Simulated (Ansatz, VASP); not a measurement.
## CuSn2O2 in VASP and in Ansatz

Contents of INCAR:

```
SYSTEM = CuSn2O2
ALGO = Normal
DIPOL = 0.5 0.5 0.311
EDIFF = 1E-6
ENCUT = 610
GGA = PE
GGA_COMPAT = .False.
IDIPOL = 3
ISIF = 2
ISMEAR = 0
ISPIN = 2
IVDW = 12
LASPH = .True.
LCHARG = .False.
LDIPOL = .True.
LMAXMIX = 4
LORBIT = 11
LREAL = .False.
LWAVE = .False.
MAGMOM = 0 0 0 0 1
NBANDS = 42
NELM = 200
NELMDL = -8
PREC = Accurate
SIGMA = 0.05
```

Contents of KPOINTS:

```
k-points
0
Gamma
  7 7 1
  0 0 0
```

File POSCAR:

```
CuSn2O2
1.0
    3.8201708766      0.0000000000      0.0000000000
    0.0000000000      3.8201708766      0.0000000000
    0.0000000000      0.0000000000     19.3630360333
Sn O Cu
2 2 1
Direct
    0.5000000000      0.0000000000      0.2065791745
    0.0000000000      0.5000000000      0.3286176828
    0.0000000000      0.0000000000      0.2675984287
    0.5000000000      0.5000000000      0.2675984287
    0.3750000000      1.0000000000      0.4835520637
```

Input for Ansatz:

```yaml
crystal:
  lattice:
    - [3.8201708766, 0.0, 0.0]
    - [0.0, 3.8201708766, 0.0]
    - [0.0, 0.0, 19.3630360333]
  atoms:
    - { symbol: Sn, position: [0.5, 0.0, 0.2065791745] }
    - { symbol: O, position: [0.0, 0.0, 0.2675984287] }
    - { symbol: O, position: [0.5, 0.5, 0.2675984287] }
    - { symbol: Sn, position: [0.0, 0.5, 0.3286176828] }
    - { symbol: Cu, position: [0.375, 1.0, 0.4835520637], spin: 1.0 }
basis:
  ecutwfc: 420
kpoints:
  mp_grid: { grid: [7, 7, 1] }
hamiltonian:
  xc: pbe
  pseudopotentials: { kind: paw, azcp: { folder: soft_1 } }
  dispersion: d3bj
scf:
  occupations: { method: gaussian, width: 0.05 }
output:
  forces: true
  eigenvalues: true
  populations: true
magnetization:
  spin_polarized: true
efield:
  axis: 3
  dipole_correction: true
  ramp_width: 0.04
```

Alike in both runs: task single point; functional PBE; dispersion D3(BJ); k mesh 7 × 7 × 1; occupations gaussian, width 0.05 eV; collinear spin.

|  | VASP | Ansatz |
| --- | --- | --- |
| version | VASP 6.6.1 | Ansatz 0.2.0 |
| potentials or method | VASP PAW PBE potentials, release 64 (Sn_d, O, Cu_sv_GW), cutoff 610 eV | scalar-relativistic, plane waves, PAW |
| valence electrons in the cell | 59 | 59 |

Ansatz gave:

| Item | Value |
| --- | --- |
| gap on the k mesh at the Fermi level (eV) | none |
| rms of the force components (eV/Å) | 0.072 |
| net moment per atom (μB) | 0.00 |

Q: Estimate VASP's values.

A: gap on the k mesh at the Fermi level (eV): none; rms of the force components (eV/Å): 0.087; net moment per atom (μB): 0.00.

A gap of «none» marks a metal or a gap that the smearing closes. Ansatz's warnings: seeded moment not kept, stability check not made.
